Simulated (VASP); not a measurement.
**CdSe: single point with PBE+D4**

Crystal: CdSe.

```
CELL_PARAMETERS angstrom
0.00000 3.07027 3.07027
3.07027 0.00000 3.07027
3.07027 3.07027 0.00000
ATOMIC_POSITIONS crystal
Cd 0.00000 0.00000 0.00000
Se 0.25000 0.25000 0.25000
```

* Program: VASP 6.6.1
* Task: single point
* Functional: PBE
* Dispersion: D4
* Potentials or basis: VASP PAW PBE potentials, release 64 (Cd, Se)
* Cutoff: 520 eV
* k mesh: 8 × 8 × 8
* Occupations: fermi-dirac, width 0.05 eV
* Spin: collinear spin
* Starting moments: [1.0, 0.0] μB
* Fixed moment: 1 μB

```
Pressure                                              : 3.7 GPa
Net moment                                            : 1.00 μB per cell
Site moments                                          : Cd +0.17; Se +0.40 μB
Valence electrons inside the program's atomic spheres : Cd 10.32; Se 3.79
Dispersion energy per atom                            : -0.313 eV
```

Run time: 56 s on 1 thread of Intel Xeon 8259CL, with other jobs on the host, peak memory 0.23 GiB.

Caveat: the cell stands under pressure; the total moment is fixed, so each spin has its own Fermi level.
